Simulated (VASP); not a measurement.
LaNb: single point with r2SCAN+U

The system is LaNb.

```
La Nb
1.0
     0.00000    3.79622    0.00000
     3.79622    0.00000    0.00000
     1.89811    1.89811   -6.42290
La Nb
2 2
Direct
  0.41600 0.41600 0.16800
  0.16600 0.66600 0.66800
  0.00000 0.00000 0.00000
  0.75000 0.25000 0.50000
```

```
Program             : VASP 6.6.1
Task                : single point
Functional          : r2SCAN
Potentials or basis : VASP PAW PBE potentials, release 64 (La, Nb_sv)
Cutoff              : 520 eV
k mesh              : 5 × 5 × 5
Occupations         : fermi-dirac, width 0.1 eV
Spin                : no spin polarisation
Hubbard terms       : Nb d U = 6.0 eV
```

```
Pressure               : 15.1 GPa
Largest force          : 0.023 eV/Å
Band gap on the k mesh : zero (bands 24 and 25 overlap by 1.57 eV)
```

Forces in eV/Å, atoms in the order of the input:
```
La   0.000  0.000  0.023
La   0.000  0.000  0.023
Nb   0.000  0.000 -0.023
Nb   0.000  0.000 -0.023
```

Stress tensor (GPa, compression positive):
```
19.37  0.00  0.00
 0.00 19.37  0.00
 0.00  0.00  6.41
```

Levels at points of the mesh, in eV from the Fermi level:
```
           k point  band 21  band 22  band 23  band 24  band 25  band 26  band 27  band 28
(0.00, 0.00, 0.00)    -1.53    -1.41    -0.86    -0.63    -0.41    -0.41     0.68     0.68
```

Eigenvalues of the final occupation matrices:
| site | spin | trace | eigenvalues |
| --- | --- | --- | --- |
| site 3 d | 1 | 1.17 | 0.16 0.16 0.18 0.24 0.42 |
| site 3 d | 2 | 1.17 | 0.16 0.16 0.18 0.24 0.42 |
| site 4 d | 1 | 1.17 | 0.16 0.16 0.18 0.24 0.42 |
| site 4 d | 2 | 1.17 | 0.16 0.16 0.18 0.24 0.42 |

It took 4 min on 1 thread of AMD EPYC 9R45 96-Core Processor (Zen 5) (shared host), peak memory 0.21 GiB.

Caveat: the stress differs along the axes, from 6 to 19 GPa; the PAW data sets were made with another functional, which shifts forces and pressure a little; spin-orbit coupling is left out, which moves the levels of the heavy elements; U without spin polarisation on a metal has little footing; the U is typed as a test and isn't derived for this compound.
